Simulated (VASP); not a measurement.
# Cs (Im-3m) in VASP: notebook, part 2 of 2

VASP 6.6.1.

## (5) Single point, RPBE (131.07 Å³/atom)

This run uses another cell than the first one, of 131.07 Å³/atom.

INCAR reads:

```
SYSTEM = Cs
ALGO = Normal
EDIFF = 1E-7
ENCUT = 520
GGA = RP
ISIF = 2
ISMEAR = -1
LASPH = .TRUE.
LCHARG = .FALSE.
LREAL = .FALSE.
LWAVE = .FALSE.
NBANDS = 10
NELM = 100
PREC = Accurate
SIGMA = 0.1
```

KPOINTS reads:

```
k-points
0
G
  12 12 12
  0 0 0
```

POSCAR reads:

```
Cs
1.0
   -3.1999731131      3.1999731131      3.1999731131
    3.1999731131     -3.1999731131      3.1999731131
    3.1999731131      3.1999731131     -3.1999731131
Cs
1
Direct
    0.0000000000      0.0000000000      0.0000000000
```

Potentials or basis: VASP PAW PBE potentials, release 64 (Cs_sv).

Launch:

```
cat potpaw_PBE.64/Cs_sv/POTCAR > POTCAR
mpirun -np 1 vasp_std > vasp.out
```

OUTCAR:

```text
SYSTEM = Cs
   EDIFF = 1E-7
   ENCUT = 520
   GGA = RP
   ISIF = 2
   ISMEAR = -1
   LASPH = .TRUE.
   LREAL = .FALSE.
   NELM = 100
   PREC = Accurate

 ion  position               nearest neighbor table
   1  0.000  0.000  0.000-

  LATTYP: Found a body centered cubic cell.
 ALAT       =     6.3999462262

  Lattice vectors:

 A1 = (  -3.1999731131,   3.1999731131,   3.1999731131)
 A2 = (   3.1999731131,  -3.1999731131,   3.1999731131)
[... 491 lines left out ...]
     10       4.1059      0.00000

 [... further k-points ...]

------------------------ aborting loop because EDIFF is reached ----------------------------------------

  FORCE on cell =-STRESS in cart. coord.  units (eV):
  Direction    XX          YY          ZZ          XY          YZ          ZX
  --------------------------------------------------------------------------------------
  -------------------------------------------------------------------------------------
  Total        0.0027548      0.0027548      0.0027548      0.0000000      0.0000000      0.0000000
  in kB        0.0336750      0.0336750      0.0336750      0.0000000      0.0000000      0.0000000
  external PRESSURE =       0.0336750 kB  Pullay stress =       0.0000000 kB

 VOLUME and BASIS-vectors are now :
 -----------------------------------------------------------------------------
  energy-cutoff  :      520.00
  volume of cell :      131.07
      direct lattice vectors                 reciprocal lattice vectors
    -3.199973113  3.199973113  3.199973113     0.000000000  0.156251313  0.156251313
     3.199973113 -3.199973113  3.199973113     0.156251313  0.000000000  0.156251313
     3.199973113  3.199973113 -3.199973113     0.156251313  0.156251313  0.000000000

 POSITION                                       TOTAL-FORCE (eV/Angst)
 -----------------------------------------------------------------------------------
      0.00000      0.00000      0.00000        -0.000000     -0.000000     -0.000000
 -----------------------------------------------------------------------------------
    total drift:                               -0.000000      0.000000      0.000000

  FREE ENERGIE OF THE ION-ELECTRON SYSTEM (eV)
  ---------------------------------------------------
  free  energy   TOTEN  =        -0.7585867567 eV

  energy  without entropy=       -0.7168506696  energy(sigma->0) =       -0.73771871
```

OSZICAR:

```text
N       E                     dE             d eps       ncg     rms          rms(c)
DAV:   1     0.534583154450E+02    0.53458E+02   -0.28155E+03  1440   0.616E+02
DAV:   2     0.479505737600E+01   -0.48663E+02   -0.47235E+02  1888   0.104E+02
DAV:   3    -0.665175582214E+00   -0.54602E+01   -0.54542E+01  1664   0.413E+01
DAV:   4    -0.749680754586E+00   -0.84505E-01   -0.84490E-01  1858   0.607E+00
DAV:   5    -0.750066871262E+00   -0.38612E-03   -0.38610E-03  1976   0.372E-01    0.179E-01
DAV:   6    -0.754259240098E+00   -0.41924E-02   -0.19509E-03  1752   0.225E-01    0.125E-01
DAV:   7    -0.758521108321E+00   -0.42619E-02   -0.74849E-03  1510   0.484E-01    0.326E-02
DAV:   8    -0.758581069334E+00   -0.59961E-04   -0.15476E-04  2138   0.802E-02    0.711E-03
DAV:   9    -0.758587430542E+00   -0.63612E-05   -0.13883E-05  1734   0.231E-02    0.399E-03
DAV:  10    -0.758586467630E+00    0.96291E-06   -0.24982E-06  1950   0.858E-03    0.121E-03
DAV:  11    -0.758586673768E+00   -0.20614E-06   -0.86441E-07  1582   0.502E-03    0.872E-04
DAV:  12    -0.758586756698E+00   -0.82929E-07   -0.92873E-08  1072   0.185E-03
   1 F= -.75858676E+00 E0= -.73771871E+00  d E =-.417361E-01
```

Wall time 40 s (1 thread of Intel Xeon 6975P-C (Granite Rapids), shared host); peak memory 0.29 GiB.

Results:

```yaml
Free_energy: -0.7586 eV
Pressure: 0.0 GPa
Band_gap_on_the_k_mesh: zero (an odd number of electrons rules out a gap without spin polarisation)
```

Caveat: the PAW data sets were made with another functional, which shifts forces and pressure a little; spin-orbit coupling is left out, which moves the levels of the heavy elements.

## (6) Single point, RPBE (136.31 Å³/atom)

This run uses another cell than the first one, of 136.31 Å³/atom.

INCAR reads:

```
SYSTEM = Cs
PREC = Accurate ; ENCUT = 520
EDIFF = 1E-6 ; ISMEAR = -1
SIGMA = 0.1 ; LREAL = .FALSE.
LASPH = .TRUE. ; NELM = 100
ALGO = Normal ; ISIF = 2
LWAVE = .FALSE. ; LCHARG = .FALSE.
GGA = RP ; NBANDS = 10
```

KPOINTS reads:

```
Automatic mesh
0
G
  12 12 12
  0 0 0
```

POSCAR reads:

```
Cs
1.0
   -3.2420828515      3.2420828515      3.2420828515
    3.2420828515     -3.2420828515      3.2420828515
    3.2420828515      3.2420828515     -3.2420828515
Cs
1
Direct
    0.0000000000      0.0000000000      0.0000000000
```

Potentials or basis: VASP PAW PBE potentials, release 64 (Cs_sv).

Launch:

```
cat potpaw_PBE.64/Cs_sv/POTCAR > POTCAR
mpirun -np 1 vasp_std > vasp.out
```

OUTCAR:

```text
SYSTEM = Cs
   PREC = Accurate
   ENCUT = 520
   EDIFF = 1E-6
   ISMEAR = -1
   LREAL = .FALSE.
   LASPH = .TRUE.
   NELM = 100
   ISIF = 2
   GGA = RP

 ion  position               nearest neighbor table
   1  0.000  0.000  0.000-

  LATTYP: Found a body centered cubic cell.
 ALAT       =     6.4841657030

  Lattice vectors:

 A1 = (  -3.2420828515,   3.2420828515,   3.2420828515)
 A2 = (   3.2420828515,  -3.2420828515,   3.2420828515)
 A3 = (   3.2420828515,   3.2420828515,  -3.2420828515)

Analysis of symmetry for initial positions (statically):
=====================================================================
 Subroutine PRICEL returns:
 Original cell was already a primitive cell.

 Routine SETGRP: Setting up the symmetry group for a
 body centered cubic supercell.

 Subroutine GETGRP returns: Found 48 space group operations
 (whereof 48 operations were pure point group operations)
 out of a pool of 48 trial point group operations.

The static configuration has the point symmetry O_h .

Analysis of symmetry for dynamics (positions and initial velocities):
=====================================================================
 Subroutine PRICEL returns:
 Original cell was already a primitive cell.

 Routine SETGRP: Setting up the symmetry group for a
 body centered cubic supercell.

 Subroutine GETGRP returns: Found 48 space group operations
 (whereof 48 operations were pure point group operations)
 out of a pool of 48 trial point group operations.

The dynamic configuration has the point symmetry O_h .

 Subroutine INISYM returns: Found 48 space group operations
 (whereof 48 operations are pure point group operations),
 and found     1 'primitive' translations

----------------------------------------------------------------------------------------

[... 112 lines left out ...]
  Fermi-wavevector in a.u.,A,eV,Ry     =   0.661675  1.250385  5.956823  0.437814
  Thomas-Fermi vector in A             =   1.734508
   LORBIT       =      0    0 simple, 1 ext, 2 COOP (PROOUT), +10 PAW based schemes
   GGA     = RP    functional components
   LHFCALC =     F    Hartree Fock is set to
   AEXX    =    0.0000 exact exchange contribution
   IVDW    =     0    specifies the selected vdW correction
   LEPSILON=     F    determine dielectric tensor
   LRPA    =     F    only Hartree local field effects (RPA)
 non-spin polarized calculation
  energy-cutoff  :      520.00
  volume of cell :      136.31
 maximum number of plane-waves:      3700
 NGX is ok and might be reduce to    42
   NGX = 21   NGY = 21   NGZ = 21

 number of electron       9.0000002 magnetization

 Free energy of the ion-electron system (eV)
  ---------------------------------------------------
  ext. energy  EPLUGINS =         0.00000000
  ---------------------------------------------------
  free energy    TOTEN  =        -0.75789314 eV

  energy without entropy =       -0.71589798  energy(sigma->0) =       -0.73689556

 E-fermi :   0.1873     XC(G=0):  -4.8713

 val. band max:        0.1635000013   @ k =   0.3333   0.0833   0.0833
 cond. band min:       0.1915941257   @ k =  -0.3333   0.4167   0.1667
 fundamental gap:      0.0280941244
 Fermi energy:         0.1872682656

 k-point     1 :       0.0000    0.0000    0.0000
  band No.  band energies     occupation
      1     -23.8251      2.00000
      2     -10.6030      2.00000
      3     -10.6030      2.00000
      4     -10.6030      2.00000
      5      -1.3058      2.00000
      6       2.6150      0.00000
      7       2.6150      0.00000
      8       2.6150      0.00000
      9       3.3350      0.00000
     10       3.3350      0.00000
[... 287 lines left out ...]
 k-point    24 :       0.4167    0.0833    0.0833
  band No.  band energies     occupation
      1     -23.8224      2.00000
      2     -10.6704      2.00000
      3     -10.6305      2.00000
      4     -10.6075      2.00000
      5       0.4407      0.14694
      6       0.9026      0.00156
      7       1.6939      0.00000
      8       3.1152      0.00000
      9       3.7393      0.00000
     10       3.9165      0.00000

 [... further k-points ...]

------------------------ aborting loop because EDIFF is reached ----------------------------------------

  FORCE on cell =-STRESS in cart. coord.  units (eV):
  Direction    XX          YY          ZZ          XY          YZ          ZX
  --------------------------------------------------------------------------------------
  -------------------------------------------------------------------------------------
  Total       -0.0445086     -0.0445086     -0.0445086     -0.0000000     -0.0000000      0.0000000
  in kB       -0.5231448     -0.5231448     -0.5231448     -0.0000000     -0.0000000      0.0000000
  external PRESSURE =      -0.5231448 kB  Pullay stress =       0.0000000 kB

 VOLUME and BASIS-vectors are now :
 -----------------------------------------------------------------------------
  energy-cutoff  :      520.00
  volume of cell :      136.31
      direct lattice vectors                 reciprocal lattice vectors
    -3.242082852  3.242082852  3.242082852     0.000000000  0.154221845  0.154221845
     3.242082852 -3.242082852  3.242082852     0.154221845  0.000000000  0.154221845
     3.242082852  3.242082852 -3.242082852     0.154221845  0.154221845  0.000000000

 POSITION                                       TOTAL-FORCE (eV/Angst)
 -----------------------------------------------------------------------------------
      0.00000      0.00000      0.00000        -0.000000     -0.000000     -0.000000
 -----------------------------------------------------------------------------------
    total drift:                               -0.000000      0.000000     -0.000000

  FREE ENERGIE OF THE ION-ELECTRON SYSTEM (eV)
  ---------------------------------------------------
  free  energy   TOTEN  =        -0.7578931427 eV

  energy  without entropy=       -0.7158979770  energy(sigma->0) =       -0.73689556
```

OSZICAR:

```text
N       E                     dE             d eps       ncg     rms          rms(c)
DAV:   1     0.555445373367E+02    0.55545E+02   -0.27358E+03  1440   0.602E+02
DAV:   2     0.489564609791E+01   -0.50649E+02   -0.49469E+02  1986   0.107E+02
DAV:   3    -0.658640414918E+00   -0.55543E+01   -0.55469E+01  1658   0.413E+01
DAV:   4    -0.748368134683E+00   -0.89728E-01   -0.89714E-01  1892   0.624E+00
DAV:   5    -0.748794293366E+00   -0.42616E-03   -0.42614E-03  2076   0.393E-01    0.182E-01
DAV:   6    -0.753291604210E+00   -0.44973E-02   -0.19824E-03  1654   0.223E-01    0.128E-01
DAV:   7    -0.757844229417E+00   -0.45526E-02   -0.81128E-03  1502   0.502E-01    0.328E-02
DAV:   8    -0.757886540195E+00   -0.42311E-04   -0.15117E-04  2190   0.800E-02    0.679E-03
DAV:   9    -0.757893897896E+00   -0.73577E-05   -0.15820E-05  1644   0.253E-02    0.403E-03
DAV:  10    -0.757893142741E+00    0.75515E-06   -0.24095E-06  1956   0.918E-03
   1 F= -.75789314E+00 E0= -.73689556E+00  d E =-.419952E-01
```

stdout:

```text
POSCAR found type information on POSCAR Cs
 POSCAR found :  1 types and       1 ions
 scaLAPACK will be used
 -----------------------------------------------------------------------------
|                                                                             |
|                                                                             |
|     You enforced a specific xc type in the INCAR file but a different       |
|     I HOPE YOU KNOW WHAT YOU ARE DOING!                                     |
|                                                                             |
 -----------------------------------------------------------------------------

 LDA part: xc-table for (Slater+PW92), standard interpolation
 POSCAR, INCAR and KPOINTS ok, starting setup
 FFT: planning ... GRIDC
 FFT: planning ... GRID_SOFT
 FFT: planning ... GRID
 WAVECAR not read
 entering main loop
```

It took 37 s on 1 thread of Intel Xeon 6975P-C (Granite Rapids), shared host; peak memory 0.29 GiB.

What came out:

- Free energy: -0.7579 eV
- Pressure: -0.1 GPa
- Band gap on the k mesh: zero (an odd number of electrons rules out a gap without spin polarisation)

Caveat: the PAW data sets were made with another functional, which shifts forces and pressure a little; spin-orbit coupling is left out, which moves the levels of the heavy elements.

## (7) Summary

| task | cell | k mesh | cutoff (eV) | gap on the mesh (eV) | pressure (GPa) |
| --- | --- | --- | --- | --- | --- |
| single point | a = 5.468 Å, angles 109.5°, 1 atom | 12 × 12 × 12 | 520 | none | 0.1 |
| relaxation of cell and atoms | relaxed from a = 5.235 Å, angles 109.5°, 1 atom | 8 × 8 × 8 | 600 | none | 0.0 |
| single point | a = 5.543 Å, angles 109.5°, 1 atom | 12 × 12 × 12 | 520 | none | 0.0 |
| single point | a = 5.615 Å, angles 109.5°, 1 atom | 12 × 12 × 12 | 520 | none | -0.1 |

Alike in all rows: level RPBE; potentials or basis VASP PAW PBE potentials, release 64 (Cs_sv); no spin polarisation; smearing fermi-dirac 0.1 eV.

Caveats: the PAW data sets were made with another functional, which shifts forces and pressure a little; spin-orbit coupling is left out, which moves the levels of the heavy elements; the volume moved by over 15 % at a fixed basis, so the end points are rough (at least some runs).

Total energies depend on the potentials used, so only differences within one code and one set of settings carry meaning.
